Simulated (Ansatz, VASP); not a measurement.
# Two plane-wave programs on Ni

INCAR

```
ALGO = Normal
EDIFF = 1E-6
ENCUT = 520
GGA = PE
ISIF = 2
ISMEAR = -1
ISPIN = 2
LASPH = T
LCHARG = T
LELF = T
LMAXMIX = 4
LORBIT = 11
LREAL = F
LVHAR = T
LWAVE = F
MAGMOM = 0.575
NBANDS = 15
NELM = 150
PREC = Accurate
SIGMA = 0.05
```

The input KPOINTS:

```
k-points
0
Gamma
  15 15 15
```

The input POSCAR:

```
Ni
1.0
    2.2968584855      0.0000000000      0.0000000000
    0.0000000000      2.2968584855      0.0000000000
    0.0000000000      0.0000000000      2.2968584855
Ni
1
Direct
    0.0000000000      0.0000000000      0.0000000000
```

Input for Ansatz:

```yaml
crystal:
  lattice:
    - [2.2968584855, 0.0, 0.0]
    - [0.0, 2.2968584855, 0.0]
    - [0.0, 0.0, 2.2968584855]
  atoms:
    - { symbol: Ni, position: [0.0, 0.0, 0.0], spin: 0.575 }
hamiltonian:
  xc: pbe
  pseudopotentials:
    kind: paw
    azcp:
      Ni: "pseudopotentials/Ni.paw.azcp"
basis:
  ecutwfc: 420
  fft_grid_basis: typed
kpoints:
  mp_grid: { grid: [15, 15, 15], shift: [0, 0, 0] }
magnetization:
  spin_polarized: true
scf:
  occupations: { method: fermi_dirac, width: 0.05 }
  lower_state_search: "off"
output:
  stress: true
```

Alike in both runs: task single point; functional PBE; k mesh 15 × 15 × 15; occupations fermi-dirac, width 0.05 eV; collinear spin.

```csv
,VASP,Ansatz
version,VASP 6.6.1,Ansatz 0.2.0
potentials or method,"VASP PAW PBE potentials, release 64 (Ni), cutoff 520 eV","plane waves (420 eV) with PAW, scalar-relativistic"
valence electrons in the cell,10,18
```

|  | VASP | Ansatz | Ansatz less VASP |
| --- | --- | --- | --- |
| pressure (GPa) | 6.1 | 6.4 | +0.27 |
| net moment per atom (μB) | 0.45 | 0.46 | +0.010 |
| size of the moment on the site where the two differ most (μB) | 0.46 | 0.48 | +0.020 |

Site moments also hang on the region over which each program counts them. VASP's potentials hold 10 valence electrons a cell and Ansatz's 18, so a difference there can come from the potentials and not from the codes.
